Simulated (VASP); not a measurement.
# PrBe3Si (C2/m) in VASP: notebook

PrBe3Si is run at these levels: PBE; tasks: single point, relaxation of cell and atoms.

All numbers are computed with VASP 6.6.1; they aren't measurements. Logs are shortened: lines on timing, memory, paths and dates and some standing lists are left out, and cuts for length are marked.

## (1) The cell of the first run

The structure is monoclinic, space group C2/m (No. 12). Conventional cell: a = 5.744 Å, b = 6.277 Å, c = 5.381 Å, α = 90.00°, β = 122.18°, γ = 90.00°. Within 3.6 Å of Pr (site symmetry 2/m) lie 10 Be at 2.69 to 3.40 Å and 4 Si at 2.87 to 3.14 Å. Be (site symmetry 2) has 2 Be at 2.07 to 2.14 Å within 2.7 Å. Within 2.7 Å of Be (site symmetry 2/m) lie 2 Be at 2.07 Å and 2 Si at 2.69 Å and 2 Pr at 2.69 Å. Si (site symmetry 2/m) has 10 Be at 2.69 to 3.39 Å and 4 Pr at 2.87 to 3.14 Å within 3.5 Å.

The cell was generated, and may not be a known phase.

## (2) Single point, PBE

The input, INCAR:

```
SYSTEM = PrBe3Si
PREC     = Accurate       ! precision mode
ENCUT    = 600            ! plane-wave cutoff, eV
EDIFF    = 1E-6           ! SCF threshold, eV
ISMEAR   = 0              ! smearing method
SIGMA    = 0.2            ! smearing width, eV
LREAL    = .False.        ! projectors in reciprocal space
LASPH    = .True.         ! aspherical terms in the spheres
NELM     = 200            ! most SCF steps
ALGO     = Normal         ! electronic algorithm
ISIF     = 2              ! what is computed and relaxed
LWAVE    = .False.        ! write WAVECAR
LCHARG   = .False.        ! write CHGCAR
GGA      = PE             ! functional
NBANDS   = 18             ! bands
GGA_COMPAT= .False.      
LMAXMIX  = 6              ! l up to which the mixer works
```

The input, KPOINTS:

```
Automatic mesh
0
Gamma
  5 5 3
  0 0 0
```

The input, POSCAR:

```
PrBe3Si
1.0
    2.8245031822     -3.1383542939     -0.5212564304
    2.8245031822      3.1383542939     -0.5212564304
   -1.9915069120      0.0000000000      4.9986163352
Pr Be Si
1 3 1
Direct
    0.5000000000      0.5000000000      0.0000000000
    0.6706457895      0.3293542105      0.5000000000
    0.3293542105      0.6706457895      0.5000000000
    0.0000000000      0.0000000000      0.5000000000
    0.0000000000      0.0000000000      0.0000000000
```

Potentials or basis: VASP PAW PBE potentials, release 64 (Pr_3, Be, Si), 4f in core.

Launch:

```sh
$ cat potpaw_PBE.64/Pr_3/POTCAR potpaw_PBE.64/Be/POTCAR potpaw_PBE.64/Si/POTCAR > POTCAR
$ mpirun -np 1 vasp_std > vasp.out
```

OUTCAR:

```text
SYSTEM = PrBe3Si
   PREC = Accurate
   ENCUT = 600
   EDIFF = 1E-6
   ISMEAR = 0
   LREAL = .False.
   LASPH = .True.
   NELM = 200
   ISIF = 2
   GGA = PE

 ion  position               nearest neighbor table
   1  0.500  0.500  0.000-   4 2.69   4 2.69   5 2.87   5 2.87   2 2.90   3 2.90   2 2.90   3 2.90
                             5 3.14   5 3.14
   2  0.671  0.329  0.500-   4 2.07   3 2.14   1 2.90   1 2.90
   3  0.329  0.671  0.500-   4 2.07   2 2.14   1 2.90   1 2.90
   4  0.000  0.000  0.500-   2 2.07   3 2.07   5 2.69   5 2.69   1 2.69   1 2.69
   5  0.000  0.000  0.000-   4 2.69   4 2.69   1 2.87   1 2.87   1 3.14   1 3.14

  LATTYP: Found a base centered monoclinic cell.
 ALAT       =     5.7443977900
 B/A-ratio  =     1.0926660752
 C/A-ratio  =     0.9366919039
 COS(beta)  =    -0.5325674002

  Lattice vectors:

 A1 = (   2.8245031822,  -3.1383542939,  -0.5212564304)
 A2 = (   2.8245031822,   3.1383542939,  -0.5212564304)
 A3 = (  -1.9915069120,   0.0000000000,   4.9986163352)

Analysis of symmetry for initial positions (statically):
=====================================================================
 Subroutine PRICEL returns:
 Original cell was already a primitive cell.

 Routine SETGRP: Setting up the symmetry group for a
 base centered monoclinic supercell.

 Subroutine GETGRP returns: Found  4 space group operations
 (whereof  4 operations were pure point group operations)
 out of a pool of  4 trial point group operations.

The static configuration has the point symmetry C_2h.

Analysis of symmetry for dynamics (positions and initial velocities):
=====================================================================
 Subroutine PRICEL returns:
 Original cell was already a primitive cell.

 Routine SETGRP: Setting up the symmetry group for a
 base centered monoclinic supercell.

 Subroutine GETGRP returns: Found  4 space group operations
 (whereof  4 operations were pure point group operations)
 out of a pool of  4 trial point group operations.

The dynamic configuration has the point symmetry C_2h.

 Subroutine INISYM returns: Found  4 space group operations
 (whereof  4 operations are pure point group operations),
 and found     1 'primitive' translations

----------------------------------------------------------------------------------------

                                     Primitive cell

  volume of cell :      82.1026

  direct lattice vectors                    reciprocal lattice vectors
     2.824503182 -3.138354294 -0.521256430     0.191070981 -0.159319170  0.076124902
     2.824503182  3.138354294 -0.521256430     0.191070981  0.159319170  0.076124902
    -1.991506912  0.000000000  4.998616335     0.039849819  0.000000000  0.215931993

  length of vectors
     4.254267759  4.254267759  5.380730903     0.260164791  0.260164791  0.219578309

  position of ions in fractional coordinates (direct lattice)
     0.500000000  0.500000000  1.000000000
     0.670645789  0.329354210  0.500000000
     0.329354210  0.670645789  0.500000000
     0.000000000  0.000000000  0.500000000
     0.000000000  0.000000000  0.000000000

  ion indices of the primitive-cell ions
   primitive index   ion index
                 1           1
                 2           2
                 3           3
                 4           4
                 5           5

----------------------------------------------------------------------------------------

 KPOINTS: Automatic mesh

Automatic generation of k-mesh.
 Grid dimensions read from file:
 generate k-points for:    5    5    3

 Generating k-lattice:

  Cartesian coordinates                     Fractional coordinates (reciprocal lattice)
     0.038214196 -0.031863834  0.015224980     0.200000000 -0.000000000  0.000000000
     0.038214196  0.031863834  0.015224980    -0.000000000  0.200000000  0.000000000
     0.013283273  0.000000000  0.071977331     0.000000000  0.000000000  0.333333333

  Length of vectors
     0.052032958  0.052032958  0.073192770

  Shift w.r.t. Gamma in fractional coordinates (k-lattice)
     0.000000000  0.000000000  0.000000000

 Subroutine IBZKPT returns following result:
 ===========================================

 Found     24 irreducible k-points:

 Following reciprocal coordinates:
            Coordinates               Weight
  0.000000  0.000000  0.000000      1.000000
  0.200000  0.000000  0.000000      4.000000
  0.400000  0.000000  0.000000      4.000000
  0.200000  0.200000  0.000000      2.000000
  0.400000  0.200000  0.000000      4.000000
 -0.400000  0.200000  0.000000      4.000000
[... 16 lines left out ...]
 -0.200000 -0.400000  0.333333      4.000000
 -0.200000 -0.200000  0.333333      2.000000
   k-points           NKPTS =     24   k-points in BZ     NKDIM =     24   number of bands    NBANDS=     18
   number of dos      NEDOS =    301   number of ions     NIONS =      5
   total plane-waves  NPLWV =  62208
   dimension x,y,z NGX =    36 NGY =   36 NGZ =   48
   dimension x,y,z NGXF=    72 NGYF=   72 NGZF=   96
   ions per type =               1   3   1
   NGX,Y,Z   is equivalent  to a cutoff of  14.07, 14.07, 14.83 a.u.
   NGXF,Y,Z  is equivalent  to a cutoff of  28.14, 28.14, 29.66 a.u.
 SYSTEM =  PrBe3Si
   PREC   = accura    normal or accurate (medium, high low for compatibility)
   ISTART =      0    job   : 0-new  1-cont  2-samecut
   ICHARG =      2    charge: 1-file 2-atom 10-const
   ISPIN  =      1    spin polarized calculation?
   LNONCOLLINEAR =      F non collinear calculations
   LSORBIT =      F    spin-orbit coupling
   LASPH  =      T    aspherical Exc in radial PAW
   ENCUT  =  600.0 eV  44.10 Ry    6.64 a.u.   8.50  8.50 10.75*2*pi/ulx,y,z
   NELM   =    200;   NELMIN=  2; NELMDL= -5     # of ELM steps
   EDIFF  = 0.1E-05   stopping-criterion for ELM
   LREAL  =      F    real-space projection
   EDIFFG = 0.1E-04   stopping-criterion for IOM
   NSW    =      0    number of steps for IOM
   IBRION =     -1    ionic relax: 0-MD 1-quasi-New 2-CG
   NFREE  =      0    steps in history (QN), initial steepest desc. (CG)
   ISIF   =      2    stress and relaxation
   ISYM   =      2    0-nonsym 1-usesym 2-fastsym
   POTIM  = 0.5000    time-step for ionic-motion
   TEBEG  =    0.0;   TEEND  =   0.0 temperature during run
   PSTRESS=    0.0 pullay stress
   NELECT =      21.0000    total number of electrons
   NUPDOWN=      -1.0000    fix difference up-down
   EMIN   =  10.00;   EMAX   =-10.00  energy-range for DOS
   EFERMI =   0.00;   METHOD = LEGACY
   ISMEAR =     0;   SIGMA  =   0.20  broadening in eV -4-tet -1-fermi 0-gaus
   EFERMI_NEDOS =   21; number of points for ismear=-14 and -15
   IALGO  =     38    algorithm
   IMIX   =      4    mixing-type and parameters
     AMIX     =   0.40;   BMIX     =  1.00
     AMIX_MAG =   1.60;   BMIX_MAG =  1.00
  volume/ion in A,a.u.               =      16.42       110.81
  Fermi-wavevector in a.u.,A,eV,Ry     =   1.039191  1.963787 14.693189  1.079919
  Thomas-Fermi vector in A             =   2.173710
   LORBIT       =      0    0 simple, 1 ext, 2 COOP (PROOUT), +10 PAW based schemes
   GGA     = PE    functional components
   LHFCALC =     F    Hartree Fock is set to
   AEXX    =    0.0000 exact exchange contribution
   IVDW    =     0    specifies the selected vdW correction
   LEPSILON=     F    determine dielectric tensor
   LRPA    =     F    only Hartree local field effects (RPA)
 non-spin polarized calculation
 Gauss-broadening in eV      SIGMA  =   0.20
  energy-cutoff  :      600.00
  volume of cell :       82.10
 maximum number of plane-waves:      2766
 NGX is ok and might be reduce to    36
   NGX = 17   NGY = 17   NGZ = 21

 number of electron      21.0000000 magnetization

 Free energy of the ion-electron system (eV)
  ---------------------------------------------------
  ext. energy  EPLUGINS =         0.00000000
  ---------------------------------------------------
  free energy    TOTEN  =       -19.24814512 eV

  energy without entropy =      -19.19395387  energy(sigma->0) =      -19.22104949

 E-fermi :   4.3843     XC(G=0):  -9.9491

 val. band max:        4.3312789746   @ k =  -0.4000   0.2000   0.0000
 cond. band min:       4.4059940639   @ k =  -0.2000  -0.0000   0.3333
 fundamental gap:      0.0747150893
 Fermi energy:         4.3843029895

 k-point     1 :       0.0000    0.0000    0.0000
  band No.  band energies     occupation
      1     -30.7851      2.00000
      2     -13.0161      2.00000
      3     -12.9204      2.00000
      4     -12.8022      2.00000
      5      -4.2370      2.00000
      6       0.7770      2.00000
[... 10 lines left out ...]
     17      10.6045      0.00000
     18      10.8058      0.00000

 k-point     2 :       0.2000    0.0000    0.0000
  band No.  band energies     occupation
      1     -30.7814      2.00000
      2     -13.0143      2.00000
      3     -12.9864      2.00000
      4     -12.8255      2.00000
      5      -3.7921      2.00000
      6       0.3064      2.00000
[... 10 lines left out ...]
     17      10.1350      0.00000
     18      10.8727      0.00000

 k-point     3 :       0.4000    0.0000    0.0000
  band No.  band energies     occupation
      1     -30.7755      2.00000
      2     -13.1310      2.00000
      3     -13.0041      2.00000
      4     -12.8243      2.00000
      5      -2.7437      2.00000
      6      -0.7311      2.00000
[... 10 lines left out ...]
     17       9.4213      0.00000
     18      10.9242      0.00000

 k-point     4 :       0.2000    0.2000    0.0000
  band No.  band energies     occupation
      1     -30.7778      2.00000
      2     -13.0300      2.00000
      3     -13.0036      2.00000
      4     -12.8813      2.00000
      5      -3.1934      2.00000
      6      -0.3299      2.00000
[... 375 lines left out ...]
      4     -12.9830      2.00000
      5      -2.8895      2.00000
      6       0.4729      2.00000
[... 10 lines left out ...]
     17       9.7477      0.00000
     18      10.7744      0.00000

 k-point    23 :      -0.2000   -0.4000    0.3333
  band No.  band energies     occupation
      1     -30.7720      2.00000
      2     -13.1185      2.00000
      3     -12.9968      2.00000
      4     -12.9038      2.00000
      5      -2.7745      2.00000
      6       0.0136      2.00000
[... 10 lines left out ...]
     17       9.6980      0.00000
     18      10.1794      0.00000

 k-point    24 :      -0.2000   -0.2000    0.3333
  band No.  band energies     occupation
      1     -30.7776      2.00000
      2     -13.0307      2.00000
      3     -13.0078      2.00000
      4     -12.8820      2.00000
      5      -3.3136      2.00000
      6       0.0166      2.00000
[... 10 lines left out ...]
     17       9.3112      0.00000
     18       9.8167      0.00000

------------------------ aborting loop because EDIFF is reached ----------------------------------------

  FORCE on cell =-STRESS in cart. coord.  units (eV):
  Direction    XX          YY          ZZ          XY          YZ          ZX
  --------------------------------------------------------------------------------------
  -------------------------------------------------------------------------------------
  Total        0.1781987     -0.0673410      0.2038399      0.0000000      0.0000000     -0.2684784
  in kB        3.4774268     -1.3141141      3.9777984      0.0000000      0.0000000     -5.2391745
  external PRESSURE =       2.0470370 kB  Pullay stress =       0.0000000 kB

 VOLUME and BASIS-vectors are now :
 -----------------------------------------------------------------------------
  energy-cutoff  :      600.00
  volume of cell :       82.10
      direct lattice vectors                 reciprocal lattice vectors
     2.824503182 -3.138354294 -0.521256430     0.191070981 -0.159319170  0.076124902
     2.824503182  3.138354294 -0.521256430     0.191070981  0.159319170  0.076124902
    -1.991506912  0.000000000  4.998616335     0.039849819  0.000000000  0.215931993

 POSITION                                       TOTAL-FORCE (eV/Angst)
 -----------------------------------------------------------------------------------
      2.82450      0.00000     -0.52126         0.000000     -0.000000     -0.000000
      1.82875     -1.07109      1.97805         0.000000     -0.017590      0.000000
      1.82875      1.07109      1.97805        -0.000000      0.017590      0.000000
     -0.99575      0.00000      2.49931         0.000000     -0.000000     -0.000000
      0.00000      0.00000      0.00000         0.000000     -0.000000     -0.000000
 -----------------------------------------------------------------------------------
    total drift:                                0.000000      0.000000     -0.000000

  FREE ENERGIE OF THE ION-ELECTRON SYSTEM (eV)
  ---------------------------------------------------
  free  energy   TOTEN  =       -19.2481451206 eV

  energy  without entropy=      -19.1939538673  energy(sigma->0) =      -19.22104949
```

Wall time 31 s (1 thread of Intel Xeon Platinum 8488C (Sapphire Rapids), shared host); peak memory 0.26 GiB.

What came out:

```
Free energy            : -19.2481 eV
Pressure               : 0.2 GPa
Largest force          : 0.018 eV/Å
Band gap on the k mesh : zero (an odd number of electrons rules out a gap without spin polarisation)
```

Forces on the atoms (eV/Å):
```
Pr   0.000  0.000  0.000
Be   0.000 -0.018  0.000
Be   0.000  0.018  0.000
Be   0.000  0.000  0.000
Si   0.000  0.000  0.000
```

Caveat: the k points lie up to 0.44 Å⁻¹ apart, too coarse for converged energies and pressures of a metal; spin-orbit coupling is left out, which moves the levels of the heavy elements; the 4f electrons are frozen in the core, so they carry no moment and show no levels.

[end of part 1 of 2]

The gap in the log of VASP goes by the Fermi energy; the results here count the filled bands.